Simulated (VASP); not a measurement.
# EuS3 (Pm-3m) in VASP: a series of runs

The runs below take EuS3 through single point, relaxation of cell and atoms, with PBE.

All numbers are computed with VASP 6.6.1; they aren't measurements. Logs are shortened: lines on timing, memory, paths and dates and some standing lists are left out, and cuts for length are marked.

## Step 1: The cell of the first run

Symmetry: Pm-3m, No. 221, cubic system. Conventional cell: a = 4.272 Å, b = 4.272 Å, c = 4.272 Å, α = 90.00°, β = 90.00°, γ = 90.00°. Eu (site symmetry m-3m) has 12 S at 3.02 Å within 4.0 Å. Within 4.0 Å of S (site symmetry 4/mmm) lie 4 Eu at 3.02 Å and 8 S at 3.02 Å.

The cell was built from a structure type or drawn by symmetry, and may not be a known phase.

## Step 2: Single point, PBE, collinear spin, ferromagnetic start

Input file INCAR:

```
PREC = Accurate
ENCUT = 520
EDIFF = 1E-7
ISMEAR = 0
SIGMA = 0.1
LREAL = False
LASPH = True
NELM = 150
ALGO = Normal
ISIF = 2
LWAVE = False
LCHARG = False
ISPIN = 2
MAGMOM = 7 0 0 0
LORBIT = 11
LMAXMIX = 6
GGA = PE
NBANDS = 30
```

Input file KPOINTS:

```
Automatic mesh
0
Gamma
  4 4 4
```

Input file POSCAR:

```
EuS3
1.0
    4.2716696107      0.0000000000      0.0000000000
    0.0000000000      4.2716696107      0.0000000000
    0.0000000000      0.0000000000      4.2716696107
Eu S
1 3
Direct
    0.0000000000      0.0000000000      0.0000000000
    0.5000000000      0.5000000000      0.0000000000
    0.5000000000      0.0000000000      0.5000000000
    0.0000000000      0.5000000000      0.5000000000
```

Potentials or basis: VASP PAW PBE potentials, release 64 (Eu, S).

Command:

```bash
$ cat potpaw_PBE.64/Eu/POTCAR potpaw_PBE.64/S/POTCAR > POTCAR
$ mpirun -np 1 vasp_std > vasp.out
```

OUTCAR:

```text
PREC = Accurate
   ENCUT = 520
   EDIFF = 1E-7
   ISMEAR = 0
   LREAL = False
   LASPH = True
   NELM = 150
   ISIF = 2
   ISPIN = 2
   LORBIT = 11
   GGA = PE

 ion  position               nearest neighbor table
   1  0.000  0.000  0.000-   2 3.02   3 3.02   4 3.02   3 3.02   4 3.02   2 3.02   4 3.02   4 3.02
                             2 3.02   3 3.02   3 3.02   2 3.02
   2  0.500  0.500  0.000-   1 3.02   1 3.02   1 3.02   1 3.02
   3  0.500  0.000  0.500-   1 3.02   1 3.02   1 3.02   1 3.02
   4  0.000  0.500  0.500-   1 3.02   1 3.02   1 3.02   1 3.02

  LATTYP: Found a simple cubic cell.
 ALAT       =     4.2716696107

  Lattice vectors:

 A1 = (   4.2716696107,   0.0000000000,   0.0000000000)
 A2 = (   0.0000000000,   4.2716696107,   0.0000000000)
 A3 = (   0.0000000000,   0.0000000000,   4.2716696107)

Analysis of symmetry for initial positions (statically):
=====================================================================
 Subroutine PRICEL returns:
 Original cell was already a primitive cell.

 Routine SETGRP: Setting up the symmetry group for a
 simple cubic supercell.

 Subroutine GETGRP returns: Found 48 space group operations
 (whereof 48 operations were pure point group operations)
 out of a pool of 48 trial point group operations.

The static configuration has the point symmetry O_h .

Analysis of symmetry for dynamics (positions and initial velocities):
=====================================================================
 Subroutine PRICEL returns:
 Original cell was already a primitive cell.

 Routine SETGRP: Setting up the symmetry group for a
 simple cubic supercell.

 Subroutine GETGRP returns: Found 48 space group operations
 (whereof 48 operations were pure point group operations)
 out of a pool of 48 trial point group operations.

The dynamic configuration has the point symmetry O_h .

Analysis of structural, dynamic, and magnetic symmetry:
=====================================================================
 Subroutine PRICEL returns:
 Original cell was already a primitive cell.

 Routine SETGRP: Setting up the symmetry group for a
 simple cubic supercell.

 Subroutine GETGRP returns: Found 48 space group operations
 (whereof 48 operations were pure point group operations)
 out of a pool of 48 trial point group operations.

The overall configuration has the point symmetry O_h .

 Subroutine INISYM returns: Found 48 space group operations
 (whereof 48 operations are pure point group operations),
 and found     1 'primitive' translations

----------------------------------------------------------------------------------------

                                     Primitive cell

  volume of cell :      77.9458

  direct lattice vectors                    reciprocal lattice vectors
     4.271669611  0.000000000  0.000000000     0.234100502  0.000000000  0.000000000
     0.000000000  4.271669611  0.000000000     0.000000000  0.234100502  0.000000000
     0.000000000  0.000000000  4.271669611     0.000000000  0.000000000  0.234100502

  length of vectors
     4.271669611  4.271669611  4.271669611     0.234100502  0.234100502  0.234100502

  position of ions in fractional coordinates (direct lattice)
     0.000000000  0.000000000  0.000000000
     0.500000000  0.500000000  0.000000000
     0.500000000  0.000000000  0.500000000
     0.000000000  0.500000000  0.500000000

  ion indices of the primitive-cell ions
   primitive index   ion index
                 1           1
                 2           2
                 3           3
                 4           4

----------------------------------------------------------------------------------------

 KPOINTS: Automatic mesh

Automatic generation of k-mesh.
 Grid dimensions read from file:
 generate k-points for:    4    4    4

 Generating k-lattice:

  Cartesian coordinates                     Fractional coordinates (reciprocal lattice)
     0.058525125  0.000000000  0.000000000     0.250000000  0.000000000  0.000000000
     0.000000000  0.058525125  0.000000000     0.000000000  0.250000000  0.000000000
     0.000000000  0.000000000  0.058525125     0.000000000  0.000000000  0.250000000

  Length of vectors
     0.058525125  0.058525125  0.058525125

  Shift w.r.t. Gamma in fractional coordinates (k-lattice)
     0.000000000  0.000000000  0.000000000

 Subroutine IBZKPT returns following result:
 ===========================================

 Found     10 irreducible k-points:

 Following reciprocal coordinates:
            Coordinates               Weight
  0.000000  0.000000  0.000000      1.000000
  0.250000  0.000000  0.000000      6.000000
  0.500000  0.000000  0.000000      3.000000
  0.250000  0.250000  0.000000     12.000000
  0.500000  0.250000  0.000000     12.000000
  0.500000  0.500000  0.000000      3.000000
  0.250000  0.250000  0.250000      8.000000
  0.500000  0.250000  0.250000     12.000000
  0.500000  0.500000  0.250000      6.000000
  0.500000  0.500000  0.500000      1.000000
   k-points           NKPTS =     10   k-points in BZ     NKDIM =     10   number of bands    NBANDS=     30
   number of dos      NEDOS =    301   number of ions     NIONS =      4
   total plane-waves  NPLWV =  32768
   dimension x,y,z NGX =    32 NGY =   32 NGZ =   32
   dimension x,y,z NGXF=    64 NGYF=   64 NGZF=   64
   ions per type =               1   3
   NGX,Y,Z   is equivalent  to a cutoff of  12.45, 12.45, 12.45 a.u.
   NGXF,Y,Z  is equivalent  to a cutoff of  24.91, 24.91, 24.91 a.u.
 SYSTEM =  unknown system
   PREC   = accura    normal or accurate (medium, high low for compatibility)
   ISTART =      0    job   : 0-new  1-cont  2-samecut
   ICHARG =      2    charge: 1-file 2-atom 10-const
   ISPIN  =      2    spin polarized calculation?
   LNONCOLLINEAR =      F non collinear calculations
   LSORBIT =      F    spin-orbit coupling
   LASPH  =      T    aspherical Exc in radial PAW
   ENCUT  =  520.0 eV  38.22 Ry    6.18 a.u.   7.94  7.94  7.94*2*pi/ulx,y,z
   NELM   =    150;   NELMIN=  2; NELMDL= -5     # of ELM steps
   EDIFF  = 0.1E-06   stopping-criterion for ELM
   LREAL  =      F    real-space projection
   EDIFFG = 0.1E-05   stopping-criterion for IOM
   NSW    =      0    number of steps for IOM
   IBRION =     -1    ionic relax: 0-MD 1-quasi-New 2-CG
   NFREE  =      0    steps in history (QN), initial steepest desc. (CG)
   ISIF   =      2    stress and relaxation
   ISYM   =      2    0-nonsym 1-usesym 2-fastsym
   POTIM  = 0.5000    time-step for ionic-motion
   TEBEG  =    0.0;   TEEND  =   0.0 temperature during run
   PSTRESS=    0.0 pullay stress
   NELECT =      35.0000    total number of electrons
   NUPDOWN=      -1.0000    fix difference up-down
   EMIN   =  10.00;   EMAX   =-10.00  energy-range for DOS
   EFERMI =   0.00;   METHOD = LEGACY
   ISMEAR =     0;   SIGMA  =   0.10  broadening in eV -4-tet -1-fermi 0-gaus
   EFERMI_NEDOS =   21; number of points for ismear=-14 and -15
   IALGO  =     38    algorithm
   IMIX   =      4    mixing-type and parameters
     AMIX     =   0.40;   BMIX     =  1.00
     AMIX_MAG =   1.60;   BMIX_MAG =  1.00
  volume/ion in A,a.u.               =      19.49       131.50
  Fermi-wavevector in a.u.,A,eV,Ry     =   1.253622  2.369002 21.382474  1.571568
  Thomas-Fermi vector in A             =   2.387466
   LORBIT       =     11    0 simple, 1 ext, 2 COOP (PROOUT), +10 PAW based schemes
   GGA     = PE    functional components
   LHFCALC =     F    Hartree Fock is set to
   AEXX    =    0.0000 exact exchange contribution
   IVDW    =     0    specifies the selected vdW correction
   LEPSILON=     F    determine dielectric tensor
   LRPA    =     F    only Hartree local field effects (RPA)
 spin polarized calculation
 Gauss-broadening in eV      SIGMA  =   0.10
  energy-cutoff  :      520.00
  volume of cell :       77.95
 maximum number of plane-waves:      2176
 NGX is ok and might be reduce to    32
   NGX = 15   NGY = 15   NGZ = 15

 number of electron      34.9999997 magnetization       6.2839064

 Free energy of the ion-electron system (eV)
  ---------------------------------------------------
  ext. energy  EPLUGINS =         0.00000000
  ---------------------------------------------------
  free energy    TOTEN  =       -26.06132551 eV

  energy without entropy =      -26.04119757  energy(sigma->0) =      -26.05126154

 E-fermi :   5.3773     XC(G=0): -10.7335

 val. band max:        5.3447661951   @ k =   0.2500   0.2500   0.0000
 cond. band min:       5.3796081689   @ k =   0.5000   0.0000   0.0000
 fundamental gap:      0.0348419738
 Fermi energy:         5.3773231651

 spin component 1

 k-point     1 :       0.0000    0.0000    0.0000
  band No.  band energies     occupation
      1     -35.7178      1.00000
      2     -14.3613      1.00000
      3     -14.3613      1.00000
      4     -14.3613      1.00000
      5      -9.0987      1.00000
      6      -5.7568      1.00000
[... 287 lines left out ...]
      6      -6.9195      1.00000
[... 21 lines left out ...]
     28      10.1768      0.00000
     29      10.1768      0.00000
 Fermi energy:         5.3773231651

 spin component 2

 k-point     1 :       0.0000    0.0000    0.0000
  band No.  band energies     occupation
      1     -32.7690      1.00000
      2     -12.2710      1.00000
      3     -12.2710      1.00000
      4     -12.2710      1.00000
      5      -9.1518      1.00000
      6      -5.8594      1.00000
[... 287 lines left out ...]
      6      -7.0104      1.00000
[... 21 lines left out ...]
     28      11.1058      0.00000
     29      11.1058      0.00000
 [bands above 29 left out]

------------------------ aborting loop because EDIFF is reached ----------------------------------------

  FORCE on cell =-STRESS in cart. coord.  units (eV):
  Direction    XX          YY          ZZ          XY          YZ          ZX
  --------------------------------------------------------------------------------------
  -------------------------------------------------------------------------------------
  Total       -0.0635512     -0.0635512     -0.0635512     -0.0000000      0.0000000      0.0000000
  in kB       -1.3062950     -1.3062950     -1.3062950     -0.0000000      0.0000000      0.0000000
  external PRESSURE =      -1.3062950 kB  Pullay stress =       0.0000000 kB

 VOLUME and BASIS-vectors are now :
 -----------------------------------------------------------------------------
  energy-cutoff  :      520.00
  volume of cell :       77.95
      direct lattice vectors                 reciprocal lattice vectors
     4.271669611  0.000000000  0.000000000     0.234100502  0.000000000  0.000000000
     0.000000000  4.271669611  0.000000000     0.000000000  0.234100502  0.000000000
     0.000000000  0.000000000  4.271669611     0.000000000  0.000000000  0.234100502

 POSITION                                       TOTAL-FORCE (eV/Angst)
 -----------------------------------------------------------------------------------
      0.00000      0.00000      0.00000         0.000000      0.000000      0.000000
      2.13583      2.13583      0.00000         0.000000      0.000000      0.000000
      2.13583      0.00000      2.13583         0.000000      0.000000      0.000000
      0.00000      2.13583      2.13583         0.000000      0.000000      0.000000
 -----------------------------------------------------------------------------------
    total drift:                                0.000000     -0.000000     -0.000000

  FREE ENERGIE OF THE ION-ELECTRON SYSTEM (eV)
  ---------------------------------------------------
  free  energy   TOTEN  =       -26.0613255127 eV

  energy  without entropy=      -26.0411975701  energy(sigma->0) =      -26.05126154

 total charge

# of ion       s       p       d       f       tot
--------------------------------------------------
    1        2.027   5.734   0.384   6.482  14.626
    2        1.397   2.201   0.000   0.000   3.598
    3        1.397   2.201   0.000   0.000   3.598
    4        1.397   2.201   0.000   0.000   3.598
--------------------------------------------------
tot          6.218  12.336   0.384   6.482  25.420

 magnetization (x)

# of ion       s       p       d       f       tot
--------------------------------------------------
    1       -0.014  -0.112   0.056   6.395   6.325
    2       -0.002  -0.072   0.000   0.000  -0.074
    3       -0.002  -0.072   0.000   0.000  -0.074
    4       -0.002  -0.072   0.000   0.000  -0.074
--------------------------------------------------
tot         -0.020  -0.327   0.056   6.395   6.104
```

Wall time 2.5 min (1 thread of Intel Xeon 8259CL, shared host); peak memory 0.23 GiB.

Results:

| Item | Value |
| --- | --- |
| Free energy | -26.0613 eV |
| Pressure | -0.1 GPa |
| Net moment | 6.28 μB per cell |
| Site moments | Eu +6.33; S -0.07 μB |
| Valence electrons inside the program's atomic spheres | Eu 14.63; S 3.60 |

Caveat: the k points lie up to 0.37 Å⁻¹ apart; spin-orbit coupling is left out, which moves the levels of the heavy elements; a cell with one magnetic atom can't hold antiferromagnetic order, which such compounds often take; semilocal functionals describe open f shells poorly, which spoils levels, moments and volumes. The state reached can hang on the start; a lower one may exist.

## Step 3: Single point, PBE, collinear spin, ferromagnetic start

This run uses another cell than the first one, of 21.92 Å³/atom.

Input file INCAR:

```
SYSTEM = EuS3
PREC = Accurate ; ENCUT = 520
EDIFF = 1E-6 ; ISMEAR = 0
SIGMA = 0.1 ; LREAL = .False.
LASPH = .True. ; NELM = 150
ALGO = Normal ; ISIF = 2
LWAVE = .False. ; LCHARG = .True.
ISPIN = 2 ; MAGMOM = 7 0 0 0
LORBIT = 11 ; LMAXMIX = 6
GGA = PE ; LELF = .True.
LVHAR = .True. ; NBANDS = 30
```

Input file KPOINTS:

```
regular mesh
0
Gamma
  4 4 4
  0 0 0
```

Input file POSCAR:

```
EuS3
1.0
    4.4426920500      0.0000000000      0.0000000000
    0.0000000000      4.4426920500      0.0000000000
    0.0000000000      0.0000000000      4.4426920500
Eu S
1 3
Direct
    0.0000000000      0.0000000000      0.0000000000
    0.5000000000      0.5000000000      0.0000000000
    0.5000000000      0.0000000000      0.5000000000
    0.0000000000      0.5000000000      0.5000000000
```

Potentials or basis: VASP PAW PBE potentials, release 64 (Eu, S).

Command:

```bash
$ cat potpaw_PBE.64/Eu/POTCAR potpaw_PBE.64/S/POTCAR > POTCAR
$ mpirun -np 1 vasp_std > vasp.out
```

Wall time 3 min (1 thread of Intel Xeon 8259CL, shared host); peak memory 0.27 GiB.

It converged, with:

```
Free energy                                           : -25.8508 eV
Pressure                                              : -6.3 GPa
Net moment                                            : 6.28 μB per cell
Site moments                                          : Eu +6.37; S -0.08 μB
Valence electrons inside the program's atomic spheres : Eu 14.56; S 3.57
```

Levels at points of the mesh, in eV from the Fermi level:
Spin up:
```csv
k point,band 16,band 17,band 18,band 19,band 20,band 21,band 22,band 23,band 24,band 25
"(0.00, 0.00, 0.00)",-0.36,-0.36,0.10,0.10,0.10,0.85,0.85,0.85,2.14,2.14
"(0.50, 0.00, 0.00)",-0.41,-0.39,-0.39,-0.32,-0.19,-0.19,0.05,0.05,3.39,4.05
"(0.50, 0.50, 0.00)",-0.44,-0.41,-0.37,-0.35,-0.24,-0.24,0.44,0.86,3.91,4.43
"(0.50, 0.50, 0.50)",-0.43,-0.43,-0.42,0.96,0.96,1.02,1.02,1.02,3.11,4.13
```
Spin down:
```
           k point  band 12  band 13  band 14  band 15  band 16  band 17
(0.00, 0.00, 0.00)    -1.25    -1.25     0.77     0.77     0.77     2.64
(0.50, 0.00, 0.00)    -2.01    -2.01    -1.59     0.00     0.00     4.10
(0.50, 0.50, 0.00)    -1.97    -1.97    -1.90     0.36     0.82     4.22
(0.50, 0.50, 0.50)     0.53     0.53     0.53     0.91     0.91     3.56
```

Caveat: the cell stands under tension; spin-orbit coupling is left out, which moves the levels of the heavy elements; a cell with one magnetic atom can't hold antiferromagnetic order, which such compounds often take; semilocal functionals describe open f shells poorly, which spoils levels, moments and volumes.

(Part 1 of 2 ends here.)
